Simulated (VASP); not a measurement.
# Ta5Br3 in VASP: a series of runs

Ta5Br3 is run at these levels: PBE; tasks: single point.

All numbers are computed with VASP 6.6.1; they aren't measurements. Logs are shortened: lines on timing, memory, paths and dates and some standing lists are left out, and cuts for length are marked.

### 1 The cell of the first run

The typed cell holds 16 atoms: a = 8.236 Å, b = 8.236 Å, c = 8.236 Å, α = 99.96°, β = 99.96°, γ = 130.84°.

### 2 Single point, PBE

The input, INCAR:

```
SYSTEM = Ta5Br3
PREC     = Accurate       ! precision mode
ENCUT    = 520            ! plane-wave cutoff, eV
EDIFF    = 1E-7           ! SCF threshold, eV
ISMEAR   = 0              ! smearing method
SIGMA    = 0.2            ! smearing width, eV
LREAL    = Auto         
LASPH    = .True.         ! aspherical terms in the spheres
NELM     = 100            ! most SCF steps
ALGO     = Normal         ! electronic algorithm
ISIF     = 2              ! what is computed and relaxed
LWAVE    = .False.        ! write WAVECAR
LCHARG   = .False.        ! write CHGCAR
GGA      = PE             ! functional
NBANDS   = 90             ! bands
```

The input, KPOINTS:

```
regular mesh
0
Gamma
  3 3 3
  0 0 0
```

The input, POSCAR:

```
Ta5Br3
1.0
   -5.2957178304      5.2957178304      3.4259195137
    5.2957178304     -5.2957178304      3.4259195137
    5.2957178304      5.2957178304     -3.4259195137
Ta Br
10 6
Direct
    0.8042919567      0.4996079855      0.3038999422
   -0.0003920145      0.3042919567      0.3038999422
    0.3042919567      1.0003920145      0.3046839712
    0.4996079855      0.1957080433      0.6953160288
    0.5003920145      0.8042919567      0.3046839712
    0.6957080433     -0.0003920145      0.6953160288
    0.2500000000      0.7500000000      0.5000000000
    0.7500000000      0.2500000000      0.5000000000
    1.0003920145      0.6957080433      0.6961000578
    0.1957080433      0.5003920145      0.6961000578
    0.2500000000      0.2500000000      0.0000000000
    0.7500000000      0.7500000000      0.0000000000
    0.7497754416      0.2497754416     -0.0004491167
    0.2497754416      0.2502245584      0.5000000000
    0.7502245584      0.7497754416      0.5000000000
    0.2502245584      0.7502245584      1.0004491167
```

Potentials or basis: VASP PAW PBE potentials, release 64 (Ta_pv, Br).

Run with:

```
cat potpaw_PBE.64/Ta_pv/POTCAR potpaw_PBE.64/Br/POTCAR > POTCAR
mpirun -np 1 vasp_std > vasp.out
```

OUTCAR:

```text
SYSTEM = Ta5Br3
   PREC = Accurate
   ENCUT = 520
   EDIFF = 1E-7
   ISMEAR = 0
   LREAL = Auto
   LASPH = .True.
   NELM = 100
   ISIF = 2
   GGA = PE

 ion  position               nearest neighbor table
   1  0.804  0.500  0.304-   7 2.69   8 2.69  13 2.71  15 2.71   2 2.93   9 2.94   3 3.43   3 3.43

   2  1.000  0.304  0.304-   7 2.69   8 2.69  13 2.71  14 2.71   1 2.93  10 2.94   5 3.43   5 3.43

   3  0.304  0.000  0.305-   8 2.69   7 2.69  14 2.71  16 2.71   4 2.93   5 2.94   1 3.43   1 3.43
[... 7 lines left out ...]
   7  0.250  0.750  0.500-   1 2.69   2 2.69   4 2.69   6 2.69   9 2.69  10 2.69   5 2.69   3 2.69
                             8 3.43   8 3.43
   8  0.750  0.250  0.500-   1 2.69   2 2.69   3 2.69   5 2.69   9 2.69  10 2.69   4 2.69   6 2.69
                             7 3.43   7 3.43
   9  0.000  0.696  0.696-   7 2.69   8 2.69  16 2.71  15 2.71  10 2.93   1 2.94   4 3.43   4 3.43

  10  0.196  0.500  0.696-   7 2.69   8 2.69  16 2.71  14 2.71   9 2.93   2 2.94   6 3.43   6 3.43

  11  0.250  0.250  0.000-
  12  0.750  0.750  0.000-
  13  0.750  0.250  1.000-   1 2.71   2 2.71   4 2.71   6 2.71
  14  0.250  0.250  0.500-   3 2.71   4 2.71   2 2.71  10 2.71
  15  0.750  0.750  0.500-   5 2.71   6 2.71   1 2.71   9 2.71
  16  0.250  0.750  0.000-   9 2.71  10 2.71   3 2.71   5 2.71

  LATTYP: Found a body centered tetragonal cell.
 ALAT       =    10.5914356608
 C/A-ratio  =     0.6469225936

  Lattice vectors:

 A1 = (  -5.2957178304,   5.2957178304,   3.4259195137)
 A2 = (   5.2957178304,  -5.2957178304,   3.4259195137)
 A3 = (   5.2957178304,   5.2957178304,  -3.4259195137)

Analysis of symmetry for initial positions (statically):
=====================================================================
 Subroutine PRICEL returns:
 Original cell was already a primitive cell.

 Routine SETGRP: Setting up the symmetry group for a
 body centered tetragonal supercell.

 Subroutine GETGRP returns: Found 16 space group operations
 (whereof  8 operations were pure point group operations)
 out of a pool of 16 trial point group operations.

The static configuration has the point symmetry C_4h.
 The point group associated with its full space group is D_4h.

Analysis of symmetry for dynamics (positions and initial velocities):
=====================================================================
 Subroutine PRICEL returns:
 Original cell was already a primitive cell.

 Routine SETGRP: Setting up the symmetry group for a
[... 121 lines left out ...]
   NFREE  =      0    steps in history (QN), initial steepest desc. (CG)
   ISIF   =      2    stress and relaxation
   ISYM   =      2    0-nonsym 1-usesym 2-fastsym
   POTIM  = 0.5000    time-step for ionic-motion
   TEBEG  =    0.0;   TEEND  =   0.0 temperature during run
   PSTRESS=    0.0 pullay stress
   NELECT =     152.0000    total number of electrons
   NUPDOWN=      -1.0000    fix difference up-down
   EMIN   =  10.00;   EMAX   =-10.00  energy-range for DOS
   EFERMI =   0.00;   METHOD = LEGACY
   ISMEAR =     0;   SIGMA  =   0.20  broadening in eV -4-tet -1-fermi 0-gaus
   EFERMI_NEDOS =   21; number of points for ismear=-14 and -15
   IALGO  =     38    algorithm
   IMIX   =      4    mixing-type and parameters
     AMIX     =   0.40;   BMIX     =  1.00
     AMIX_MAG =   1.60;   BMIX_MAG =  1.00
  volume/ion in A,a.u.               =      24.02       162.09
  Fermi-wavevector in a.u.,A,eV,Ry     =   1.201694  2.270872 19.647732  1.444068
  Thomas-Fermi vector in A             =   2.337495
   LORBIT       =      0    0 simple, 1 ext, 2 COOP (PROOUT), +10 PAW based schemes
   GGA     = PE    functional components
   LHFCALC =     F    Hartree Fock is set to
   AEXX    =    0.0000 exact exchange contribution
   IVDW    =     0    specifies the selected vdW correction
   LEPSILON=     F    determine dielectric tensor
   LRPA    =     F    only Hartree local field effects (RPA)
 non-spin polarized calculation
 Gauss-broadening in eV      SIGMA  =   0.20
  energy-cutoff  :      520.00
  volume of cell :      384.31
 maximum number of plane-waves:     10429
 NGX is ok and might be reduce to    64

 number of electron     152.0000017 magnetization

 Free energy of the ion-electron system (eV)
  ---------------------------------------------------
  ext. energy  EPLUGINS =         0.00000000
  ---------------------------------------------------
  free energy    TOTEN  =      -120.00425606 eV

  energy without entropy =     -119.67777291  energy(sigma->0) =     -119.84101449

 E-fermi :   4.4969     XC(G=0): -10.3273

 val. band max:        4.4948122318   @ k =   0.3333  -0.0000   0.0000
 cond. band min:       4.5102925803   @ k =   0.3333  -0.0000   0.0000
 fundamental gap:      0.0154803485
 Fermi energy:         4.4969239162

 k-point     1 :       0.0000    0.0000    0.0000
  band No.  band energies     occupation
      1     -30.8796      2.00000
      2     -30.7630      2.00000
      3     -30.7432      2.00000
      4     -30.7432      2.00000
      5     -30.7389      2.00000
      6     -30.6501      2.00000
[... 535 lines left out ...]
     87       5.9389      0.00000
     88       5.9401      0.00000
 [bands above 88 left out]

------------------------ aborting loop because EDIFF is reached ----------------------------------------

  FORCE on cell =-STRESS in cart. coord.  units (eV):
  Direction    XX          YY          ZZ          XY          YZ          ZX
  --------------------------------------------------------------------------------------
  -------------------------------------------------------------------------------------
  Total        0.5280188      0.5280188     -0.5121347      0.0000000     -0.0000000     -0.0000000
  in kB        2.2012692      2.2012692     -2.1350495      0.0000000     -0.0000000     -0.0000000
  external PRESSURE =       0.7558297 kB  Pullay stress =       0.0000000 kB

 VOLUME and BASIS-vectors are now :
 -----------------------------------------------------------------------------
  energy-cutoff  :      520.00
  volume of cell :      384.31
      direct lattice vectors                 reciprocal lattice vectors
    -5.295717830  5.295717830  3.425919514     0.000000000  0.094415907  0.145946219
     5.295717830 -5.295717830  3.425919514     0.094415907  0.000000000  0.145946219
     5.295717830  5.295717830 -3.425919514     0.094415907  0.094415907  0.000000000

 POSITION                                       TOTAL-FORCE (eV/Angst)
 -----------------------------------------------------------------------------------
     -0.00415      3.22289      3.42592         0.008494     -0.017870      0.000000
     -2.07283      5.29157      3.42592        -0.017870      0.008494      0.000000
      0.00415      3.22289      0.00000        -0.008494     -0.017870     -0.000000
      2.07283      5.29157      0.00000         0.017870      0.008494      0.000000
      3.22289      0.00415      3.42592        -0.017870     -0.008494     -0.000000
      5.29157      2.07283      3.42592         0.008494      0.017870      0.000000
[... 8 lines left out ...]
      2.64548      2.65024      3.42592        -0.000343      0.000343     -0.000000
      2.65024     -2.64548      3.42592         0.000343      0.000343      0.000000
 -----------------------------------------------------------------------------------
    total drift:                               -0.000000     -0.000000      0.000000

  FREE ENERGIE OF THE ION-ELECTRON SYSTEM (eV)
  ---------------------------------------------------
  free  energy   TOTEN  =      -120.0042560589 eV

  energy  without entropy=     -119.6777729139  energy(sigma->0) =     -119.84101449
```

stdout:

```text
POSCAR found type information on POSCAR TaBr
 POSCAR found :  2 types and      16 ions
 scaLAPACK will be used
 LDA part: xc-table for (Slater+PW92), standard interpolation
 POSCAR, INCAR and KPOINTS ok, starting setup
 FFT: planning ... GRIDC
 FFT: planning ... GRID_SOFT
 FFT: planning ... GRID
 WAVECAR not read
 entering main loop
```

Wall time 5.5 min (1 thread of AMD EPYC 9R45 (Zen 5), shared host); peak memory 0.58 GiB.

What came out:

```
Free energy            : -120.0043 eV
Pressure               : 0.1 GPa
Largest force          : 0.020 eV/Å
Band gap on the k mesh : zero (bands 76 and 77 overlap by 0.34 eV)
```

Forces in eV/Å, atoms in the order of the input:
```
Ta   0.008 -0.018  0.000
Ta  -0.018  0.008  0.000
Ta  -0.008 -0.018  0.000
Ta   0.018  0.008  0.000
Ta  -0.018 -0.008  0.000
Ta   0.008  0.018  0.000
Ta   0.000  0.000  0.000
Ta   0.000  0.000  0.000
Ta   0.018 -0.008  0.000
Ta  -0.008  0.018  0.000
Br   0.000  0.000  0.000
Br   0.000  0.000  0.000
Br   0.000  0.000  0.000
Br   0.000  0.000  0.000
Br   0.000  0.000  0.000
Br   0.000  0.000  0.000
```

Stress tensor (GPa, compression positive):
```
 0.22  0.00  0.00
 0.00  0.22  0.00
 0.00  0.00 -0.21
```

Caveat: the k points lie up to 0.36 Å⁻¹ apart; spin-orbit coupling is left out, which moves the levels of the heavy elements.

### 3 Single point, PBE

This run uses another cell than the first one: it holds 8 atoms, not 16.

The input, INCAR:

```
PREC = Accurate
ENCUT = 520
EDIFF = 1E-7
ISMEAR = 0
SIGMA = 0.1
LREAL = False
LASPH = True
NELM = 100
ALGO = Normal
ISIF = 2
LWAVE = False
LCHARG = False
GGA = PE
NBANDS = 48
```

The input, KPOINTS:

```
regular mesh
0
Gamma
  4 4 10
```

The input, POSCAR:

```
Ta5Br3
1.0
    7.4924596342      0.0000000000      0.0000000000
    0.0000000000      7.4924596342      0.0000000000
    0.0000000000      0.0000000000      3.3860230064
Ta Br
5 3
Direct
    0.6969000490      0.3030999510      0.0000000000
    0.3030999510      0.3030999510      0.0000000000
    0.6969000490      0.6969000490      0.0000000000
    0.3030999510      0.6969000490      0.0000000000
    0.5000000000      0.5000000000      0.5000000000
    0.0000000000      0.0000000000      0.5000000000
    0.5000000000      0.0000000000      0.0000000000
    0.0000000000      0.5000000000      0.0000000000
```

Potentials or basis: VASP PAW PBE potentials, release 64 (Ta_pv, Br).

Run with:

```
cat potpaw_PBE.64/Ta_pv/POTCAR potpaw_PBE.64/Br/POTCAR > POTCAR
mpirun -np 1 vasp_std > vasp.out
```

OUTCAR:

```text
PREC = Accurate
   ENCUT = 520
   EDIFF = 1E-7
   ISMEAR = 0
   LREAL = False
   LASPH = True
   NELM = 100
   ISIF = 2
   GGA = PE

 ion  position               nearest neighbor table
   1  0.697  0.303  0.000-   5 2.69   5 2.69   8 2.71   7 2.71   2 2.95   3 2.95
   2  0.303  0.303  0.000-   5 2.69   5 2.69   8 2.71   7 2.71   1 2.95   4 2.95
   3  0.697  0.697  0.000-   5 2.69   5 2.69   8 2.71   7 2.71   1 2.95   4 2.95
   4  0.303  0.697  0.000-   5 2.69   5 2.69   8 2.71   7 2.71   2 2.95   3 2.95
[... 1442 lines left out ...]
  Total        0.0817932      0.0817932      0.0881884      0.0000000     -0.0000000      0.0000000
  in kB        0.6894284      0.6894284      0.7433327      0.0000000     -0.0000000      0.0000000
  external PRESSURE =       0.7073965 kB  Pullay stress =       0.0000000 kB

 VOLUME and BASIS-vectors are now :
 -----------------------------------------------------------------------------
  energy-cutoff  :      520.00
  volume of cell :      190.08
      direct lattice vectors                 reciprocal lattice vectors
     7.492459634  0.000000000  0.000000000     0.133467519  0.000000000  0.000000000
     0.000000000  7.492459634  0.000000000     0.000000000  0.133467519  0.000000000
     0.000000000  0.000000000  3.386023006     0.000000000  0.000000000  0.295331720

 POSITION                                       TOTAL-FORCE (eV/Angst)
 -----------------------------------------------------------------------------------
      5.22150      2.27096      0.00000        -0.000571      0.000571      0.000000
      2.27096      2.27096      0.00000         0.000571      0.000571      0.000000
      5.22150      5.22150      0.00000        -0.000571     -0.000571      0.000000
      2.27096      5.22150      0.00000         0.000571     -0.000571     -0.000000
      3.74623      3.74623      1.69301         0.000000      0.000000      0.000000
      0.00000      0.00000      1.69301         0.000000      0.000000      0.000000
      3.74623      0.00000      0.00000         0.000000      0.000000      0.000000
      0.00000      3.74623      0.00000         0.000000      0.000000      0.000000
 -----------------------------------------------------------------------------------
    total drift:                                0.000000     -0.000000      0.000000

  FREE ENERGIE OF THE ION-ELECTRON SYSTEM (eV)
  ---------------------------------------------------
  free  energy   TOTEN  =       -60.0064128969 eV

  energy  without entropy=      -59.9770848043  energy(sigma->0) =      -59.99174885
```

stdout:

```text
POSCAR found type information on POSCAR TaBr
 POSCAR found :  2 types and       8 ions
 scaLAPACK will be used
 LDA part: xc-table for (Slater+PW92), standard interpolation
 POSCAR, INCAR and KPOINTS ok, starting setup
 FFT: planning ... GRIDC
 FFT: planning ... GRID_SOFT
 FFT: planning ... GRID
 WAVECAR not read
 entering main loop
```

Wall time 3.4 min (1 thread of AMD EPYC 9R45 (Zen 5), shared host); peak memory 0.41 GiB.

What came out:

- Free energy: -60.0064 eV
- Pressure: 0.1 GPa
- Band gap on the k mesh: zero (bands 38 and 39 overlap by 0.97 eV)

Caveat: spin-orbit coupling is left out, which moves the levels of the heavy elements.
